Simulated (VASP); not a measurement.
# TiGe4Mo (F222) in VASP: single point with PBE

Aim: the single point of TiGe4Mo with PBE.

Everything below comes from runs of VASP 6.6.1. Logs are shortened: lines on timing, memory, paths and dates and some standing lists are left out, and cuts for length are marked.

### Step 1. The cell of the first run

Symmetry: F222, No. 22, orthorhombic system. Conventional cell: a = 4.955 Å, b = 8.672 Å, c = 8.832 Å, α = 90.00°, β = 90.00°, γ = 90.00°. Within 3.5 Å of Ti (site symmetry 222) lie 10 Ge at 2.64 to 2.95 Å and 4 Mo at 3.33 Å. Within 3.4 Å of Ge (site symmetry 2) lie 9 Ge at 2.61 to 3.36 Å and 2 Ti at 2.64 Å and 3 Mo at 2.86 to 2.90 Å. Ge (site symmetry 2) has 9 Ge at 2.61 to 3.36 Å and 2 Mo at 2.65 Å and 3 Ti at 2.84 to 2.95 Å within 3.4 Å. Within 3.5 Å of Mo (site symmetry 222) lie 10 Ge at 2.65 to 2.90 Å and 4 Ti at 3.33 Å.

### Step 2. Single point, PBE

Input file INCAR:

```
PREC     = Accurate       # precision mode
ENCUT    = 500            # plane-wave cutoff, eV
EDIFF    = 1E-6           # SCF threshold, eV
ISMEAR   = -1             # smearing method
SIGMA    = 0.15           # smearing width, eV
LREAL    = F              # projectors in reciprocal space
LASPH    = T              # aspherical terms in the spheres
NELM     = 120            # most SCF steps
ALGO     = Normal         # electronic algorithm
ISIF     = 2              # what is computed and relaxed
LWAVE    = F              # write WAVECAR
LCHARG   = F              # write CHGCAR
GGA      = PE             # functional
NBANDS   = 50             # bands
GGA_COMPAT= F
```

Input file KPOINTS:

```
regular mesh
0
Gamma
  10 10 10
```

Input file POSCAR:

```
TiGe4Mo
1.0
    0.0000000000      4.3361813874      4.4160174289
    2.4775655715      0.0000000000      4.4160174289
    2.4775655715      4.3361813874      0.0000000000
Ti Ge Mo
1 4 1
Direct
    0.5000000000      0.5000000000      0.5000000000
    0.0846478147      0.4153521853      0.0846478147
    0.1599836555      0.8400163445      0.1599836555
    0.8400163445      0.1599836555      0.8400163445
    0.4153521853      0.0846478147      0.4153521853
    0.7500000000      0.7500000000      0.7500000000
```

Potentials or basis: VASP PAW PBE potentials, release 64 (Ti_sv, Ge_d, Mo_sv).

The run is started by

```console
> cat potpaw_PBE.64/Ti_sv/POTCAR potpaw_PBE.64/Ge_d/POTCAR potpaw_PBE.64/Mo_sv/POTCAR > POTCAR
> mpirun -np 1 vasp_std > vasp.out
```

OUTCAR:

```text
PREC = Accurate
   ENCUT = 500
   EDIFF = 1E-6
   ISMEAR = -1
   LREAL = F
   LASPH = T
   NELM = 120
   ISIF = 2
   GGA = PE

 ion  position               nearest neighbor table
   1  0.500  0.500  0.500-   2 2.64   5 2.64   2 2.64   5 2.64   3 2.84   3 2.84   4 2.84   4 2.84

   2  0.085  0.415  0.085-   3 2.61   3 2.61   1 2.64   1 2.64   6 2.86   6 2.86   5 2.87   5 2.88
                             5 2.88   6 2.90
   3  0.160  0.840  0.160-   2 2.61   2 2.61   6 2.65   6 2.65   4 2.77   1 2.84   1 2.84
   4  0.840  0.160  0.840-   5 2.61   5 2.61   6 2.65   6 2.65   3 2.77   1 2.84   1 2.84
   5  0.415  0.085  0.415-   4 2.61   4 2.61   1 2.64   1 2.64   6 2.86   6 2.86   2 2.87   2 2.88
                             2 2.88   6 2.90
   6  0.750  0.750  0.750-   4 2.65   3 2.65   4 2.65   3 2.65   5 2.86   5 2.86   2 2.86   2 2.86
                             5 2.90   2 2.90

  LATTYP: Found a face centered orthorhombic cell.
 ALAT       =     4.9551311430
 B/A-ratio  =     1.7501782545
 C/A-ratio  =     1.7824018382

  Lattice vectors:

 A1 = (   0.0000000000,   4.3361813874,   4.4160174289)
 A2 = (   2.4775655715,   0.0000000000,   4.4160174289)
 A3 = (   2.4775655715,   4.3361813874,   0.0000000000)

Analysis of symmetry for initial positions (statically):
=====================================================================
 Subroutine PRICEL returns:
 Original cell was already a primitive cell.

 Routine SETGRP: Setting up the symmetry group for a
 face centered orthorhombic supercell.

 Subroutine GETGRP returns: Found  4 space group operations
 (whereof  4 operations were pure point group operations)
 out of a pool of  8 trial point group operations.

The static configuration has the point symmetry D_2 .

Analysis of symmetry for dynamics (positions and initial velocities):
=====================================================================
 Subroutine PRICEL returns:
 Original cell was already a primitive cell.

 Routine SETGRP: Setting up the symmetry group for a
 face centered orthorhombic supercell.

 Subroutine GETGRP returns: Found  4 space group operations
 (whereof  4 operations were pure point group operations)
 out of a pool of  8 trial point group operations.

The dynamic configuration has the point symmetry D_2 .

 Subroutine INISYM returns: Found  4 space group operations
 (whereof  4 operations are pure point group operations),
 and found     1 'primitive' translations

----------------------------------------------------------------------------------------

                                     Primitive cell

  volume of cell :      94.8841

  direct lattice vectors                    reciprocal lattice vectors
     0.000000000  4.336181387  4.416017429    -0.201811006  0.115308829  0.113224191
     2.477565572  0.000000000  4.416017429     0.201811006 -0.115308829  0.113224191
     2.477565572  4.336181387  0.000000000     0.201811006  0.115308829 -0.113224191

  length of vectors
     6.188996603  5.063550246  4.994076510     0.258541149  0.258541149  0.258541149

  position of ions in fractional coordinates (direct lattice)
     0.500000000  0.500000000  0.500000000
     0.084647815  0.415352185  0.084647815
     0.159983655  0.840016345  0.159983655
     0.840016345  0.159983655  0.840016345
     0.415352185  0.084647815  0.415352185
     0.750000000  0.750000000  0.750000000

  ion indices of the primitive-cell ions
   primitive index   ion index
                 1           1
                 2           2
                 3           3
                 4           4
                 5           5
                 6           6

----------------------------------------------------------------------------------------

 KPOINTS: regular mesh

Automatic generation of k-mesh.
 Grid dimensions read from file:
 generate k-points for:   10   10   10

 Generating k-lattice:

  Cartesian coordinates                     Fractional coordinates (reciprocal lattice)
    -0.020181101  0.011530883  0.011322419     0.100000000  0.000000000 -0.000000000
     0.020181101 -0.011530883  0.011322419     0.000000000  0.100000000  0.000000000
     0.020181101  0.011530883 -0.011322419    -0.000000000  0.000000000  0.100000000

  Length of vectors
     0.025854115  0.025854115  0.025854115

  Shift w.r.t. Gamma in fractional coordinates (k-lattice)
     0.000000000  0.000000000  0.000000000

 Subroutine IBZKPT returns following result:
 ===========================================

 Found    171 irreducible k-points:

 Following reciprocal coordinates:
            Coordinates               Weight
  0.000000  0.000000  0.000000      1.000000
  0.100000  0.000000 -0.000000      8.000000
  0.200000  0.000000 -0.000000      8.000000
  0.300000  0.000000  0.000000      8.000000
  0.400000  0.000000 -0.000000      8.000000
  0.500000  0.000000  0.000000      4.000000
[... 16 lines left out ...]
  0.300000  0.300000  0.000000      2.000000
  0.400000  0.300000 -0.000000      8.000000
 [... further k-points ...]
   k-points           NKPTS =    171   k-points in BZ     NKDIM =    171   number of bands    NBANDS=     50
   number of dos      NEDOS =    301   number of ions     NIONS =      6
   total plane-waves  NPLWV =  69120
   dimension x,y,z NGX =    48 NGY =   40 NGZ =   36
   dimension x,y,z NGXF=    96 NGYF=   80 NGZF=   72
   ions per type =               1   4   1
   NGX,Y,Z   is equivalent  to a cutoff of  12.89, 13.13, 11.98 a.u.
   NGXF,Y,Z  is equivalent  to a cutoff of  25.79, 26.27, 23.97 a.u.
 SYSTEM =  unknown system
   PREC   = accura    normal or accurate (medium, high low for compatibility)
   ISTART =      0    job   : 0-new  1-cont  2-samecut
   ICHARG =      2    charge: 1-file 2-atom 10-const
   ISPIN  =      1    spin polarized calculation?
   LNONCOLLINEAR =      F non collinear calculations
   LSORBIT =      F    spin-orbit coupling
   LASPH  =      T    aspherical Exc in radial PAW
   ENCUT  =  500.0 eV  36.75 Ry    6.06 a.u.  11.28  9.23  9.11*2*pi/ulx,y,z
   NELM   =    120;   NELMIN=  2; NELMDL= -5     # of ELM steps
   EDIFF  = 0.1E-05   stopping-criterion for ELM
   LREAL  =      F    real-space projection
   EDIFFG = 0.1E-04   stopping-criterion for IOM
   NSW    =      0    number of steps for IOM
   IBRION =     -1    ionic relax: 0-MD 1-quasi-New 2-CG
   NFREE  =      0    steps in history (QN), initial steepest desc. (CG)
   ISIF   =      2    stress and relaxation
   ISYM   =      2    0-nonsym 1-usesym 2-fastsym
   POTIM  = 0.5000    time-step for ionic-motion
   TEBEG  =    0.0;   TEEND  =   0.0 temperature during run
   PSTRESS=    0.0 pullay stress
   NELECT =      82.0000    total number of electrons
   NUPDOWN=      -1.0000    fix difference up-down
   EMIN   =  10.00;   EMAX   =-10.00  energy-range for DOS
   EFERMI =   0.00;   METHOD = LEGACY
   ISMEAR =    -1;   SIGMA  =   0.15  broadening in eV -4-tet -1-fermi 0-gaus
   EFERMI_NEDOS =   21; number of points for ismear=-14 and -15
   IALGO  =     38    algorithm
   IMIX   =      4    mixing-type and parameters
     AMIX     =   0.40;   BMIX     =  1.00
     AMIX_MAG =   1.60;   BMIX_MAG =  1.00
  volume/ion in A,a.u.               =      15.81       106.72
  Fermi-wavevector in a.u.,A,eV,Ry     =   1.559367  2.946776 33.084270  2.431625
  Thomas-Fermi vector in A             =   2.662736
   LORBIT       =      0    0 simple, 1 ext, 2 COOP (PROOUT), +10 PAW based schemes
   GGA     = PE    functional components
   LHFCALC =     F    Hartree Fock is set to
   AEXX    =    0.0000 exact exchange contribution
   IVDW    =     0    specifies the selected vdW correction
   LEPSILON=     F    determine dielectric tensor
   LRPA    =     F    only Hartree local field effects (RPA)
 non-spin polarized calculation
  energy-cutoff  :      500.00
  volume of cell :       94.88
 maximum number of plane-waves:      2426
 NGX is ok and might be reduce to    48
   NGX = 23   NGY = 19   NGZ = 19

 number of electron      81.9999999 magnetization

 Free energy of the ion-electron system (eV)
  ---------------------------------------------------
  ext. energy  EPLUGINS =         0.00000000
  ---------------------------------------------------
  free energy    TOTEN  =       -38.38381198 eV

  energy without entropy =      -38.16628781  energy(sigma->0) =      -38.27504989

 E-fermi :   9.5486     XC(G=0): -12.3453

 val. band max:        9.5484885290   @ k =   0.4000  -0.4000   0.1000
 cond. band min:       9.5531007221   @ k =  -0.4000   0.2000   0.1000
 fundamental gap:      0.0046121931
 Fermi energy:         9.5486356010

 k-point     1 :       0.0000    0.0000    0.0000
  band No.  band energies     occupation
      1     -51.4931      2.00000
      2     -47.4416      2.00000
      3     -25.6698      2.00000
      4     -25.5976      2.00000
      5     -25.5855      2.00000
      6     -23.7839      2.00000
[... 42 lines left out ...]
     49      12.5582      0.00000
     50      12.7268      0.00000

 k-point     2 :       0.1000    0.0000   -0.0000
  band No.  band energies     occupation
      1     -51.4931      2.00000
      2     -47.4416      2.00000
      3     -25.6700      2.00000
      4     -25.5976      2.00000
      5     -25.5858      2.00000
      6     -23.7840      2.00000
[... 42 lines left out ...]
     49      12.8961      0.00000
     50      13.2695      0.00000

 k-point     3 :       0.2000    0.0000   -0.0000
  band No.  band energies     occupation
      1     -51.4930      2.00000
      2     -47.4416      2.00000
      3     -25.6707      2.00000
      4     -25.5976      2.00000
      5     -25.5866      2.00000
      6     -23.7840      2.00000
[... 42 lines left out ...]
     49      13.2356      0.00000
     50      13.6216      0.00000

 k-point     4 :       0.3000    0.0000    0.0000
  band No.  band energies     occupation
      1     -51.4930      2.00000
      2     -47.4416      2.00000
      3     -25.6714      2.00000
      4     -25.5976      2.00000
      5     -25.5876      2.00000
      6     -23.7841      2.00000
[... 999 lines left out ...]
 k-point    23 :       0.3000    0.3000    0.0000
  band No.  band energies     occupation
      1     -51.4930      2.00000
      2     -47.4416      2.00000
      3     -25.6728      2.00000
      4     -25.5966      2.00000
      5     -25.5870      2.00000
      6     -23.7837      2.00000
[... 42 lines left out ...]
     49      12.8253      0.00000
     50      12.8299      0.00000

 k-point    24 :       0.4000    0.3000   -0.0000
  band No.  band energies     occupation
      1     -51.4930      2.00000
      2     -47.4415      2.00000
      3     -25.6734      2.00000
      4     -25.5964      2.00000
      5     -25.5875      2.00000
      6     -23.7837      2.00000
[... 42 lines left out ...]
     49      12.8236      0.00000
     50      12.8766      0.00000

 [... further k-points ...]
[... 5 lines left out ...]
  --------------------------------------------------------------------------------------
  -------------------------------------------------------------------------------------
  Total        0.0549949      0.0375287      0.0750551      0.0000000      0.0000000      0.0000000
  in kB        0.9286235      0.6336965      1.2673524      0.0000000      0.0000000      0.0000000
  external PRESSURE =       0.9432241 kB  Pullay stress =       0.0000000 kB

 VOLUME and BASIS-vectors are now :
 -----------------------------------------------------------------------------
  energy-cutoff  :      500.00
  volume of cell :       94.88
      direct lattice vectors                 reciprocal lattice vectors
     0.000000000  4.336181387  4.416017429    -0.201811006  0.115308829  0.113224191
     2.477565572  0.000000000  4.416017429     0.201811006 -0.115308829  0.113224191
     2.477565572  4.336181387  0.000000000     0.201811006  0.115308829 -0.113224191

 POSITION                                       TOTAL-FORCE (eV/Angst)
 -----------------------------------------------------------------------------------
      2.47757      4.33618      4.41602         0.000000      0.000000     -0.000000
      1.23878      0.73410      2.20801         0.000000     -0.000322      0.000000
      2.47757      1.38744      4.41602        -0.000000     -0.001624      0.000000
      2.47757      7.28493      4.41602        -0.000000      0.001624      0.000000
      1.23878      3.60208      2.20801         0.000000      0.000322      0.000000
      3.71635      6.50427      6.62403         0.000000      0.000000     -0.000000
 -----------------------------------------------------------------------------------
    total drift:                                0.000001      0.000005      0.000003

  FREE ENERGIE OF THE ION-ELECTRON SYSTEM (eV)
  ---------------------------------------------------
  free  energy   TOTEN  =       -38.3838119789 eV

  energy  without entropy=      -38.1662878108  energy(sigma->0) =      -38.27504989
```

It took 36 min on 1 thread of AMD EPYC 7R13, shared host; peak memory 0.7 GiB.

Results:

* Free energy: -38.3838 eV
* Pressure: 0.1 GPa
* Band gap on the k mesh: zero (bands 41 and 42 overlap by 0.80 eV)
